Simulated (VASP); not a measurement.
Write the native input for VASP 6.6.1 that does the following.

* Task: relaxation of cell and atoms
* Functional: r2SCAN
* Potentials or basis: VASP PAW PBE potentials, release 64 (Ti_sv)
* Cutoff: 600 eV
* k mesh: 24 × 24 × 24
* Occupations: gaussian, width 0.1 eV
* Spin: no spin polarisation
* Dipole correction: no
* Further INCAR settings: ALGO = Normal; EDIFF = 1e-07; IBRION = 2; EDIFFG = -0.01; NSW = 100; ISIF = 3

Crystal: Ti.

```xyz
1
Lattice="0.0000 2.0573 2.0573 2.0573 0.0000 2.0573 2.0573 2.0573 0.0000" Properties=species:S:1:pos:R:3 pbc="T T T"
Ti    0.0000    0.0000    0.0000
```

This isn't the form of Ti at room conditions, which is hcp.

These files were run (other wordings do the same):

POSCAR

```
Ti
1.0
    0.0000000000      2.0573433213      2.0573433213
    2.0573433213      0.0000000000      2.0573433213
    2.0573433213      2.0573433213      0.0000000000
Ti
1
Direct
    0.0000000000      0.0000000000      0.0000000000
```

INCAR.step1

```
  PREC = Accurate
  ENCUT = 600
  ISMEAR = 0
  SIGMA = 0.1
  LREAL = F
  LASPH = T
  NELM = 60
  GGA = PE
  ALGO = Normal
  EDIFF = 1E-4
  LWAVE = T
  LCHARG = F
```

INCAR.step2

```
  PREC = Accurate
  ENCUT = 600
  EDIFF = 1E-7
  ISMEAR = 0
  SIGMA = 0.1
  LREAL = F
  LASPH = T
  NELM = 60
  ALGO = Normal
  ISIF = 3
  LWAVE = F
  LCHARG = F
  METAGGA = R2SCAN
  LMIXTAU = T
  IBRION = 2
  NSW = 100
  EDIFFG = -0.01
  ISTART = 1
```

KPOINTS

```
regular mesh
0
Gamma
  24 24 24
```

Potentials or basis: VASP PAW PBE potentials, release 64 (Ti_sv).

The run is started by

```console
$ cat potpaw_PBE.64/Ti_sv/POTCAR > POTCAR
$ cp INCAR.step1 INCAR
$ mpirun -np 1 vasp_std > vasp.out
$ cp INCAR.step2 INCAR
$ mpirun -np 1 vasp_std > vasp.out
```

Results of the run:

```
Relaxed volume                        : 17.44 Å³/atom
Relaxed cell                          : a = 2.911 Å, b = 2.911 Å, c = 2.911 Å, α = 60.00°, β = 60.00°, γ = 60.00°
Space group after relaxing (to 0.1 Å) : Fm-3m (No. 225)
Energy gained by relaxing             : 0.0 meV/atom
Ionic steps                           : 2
Pressure after relaxing               : -0.1 GPa
Band gap on the k mesh                : zero (bands 6 and 7 overlap by 1.42 eV)
```

Caveat: the PAW data sets were made with another functional, which shifts forces and pressure a little.

It took 7.2 min on 1 thread of Intel Xeon 8259CL, with other jobs on the host, peak memory 0.23 GiB.
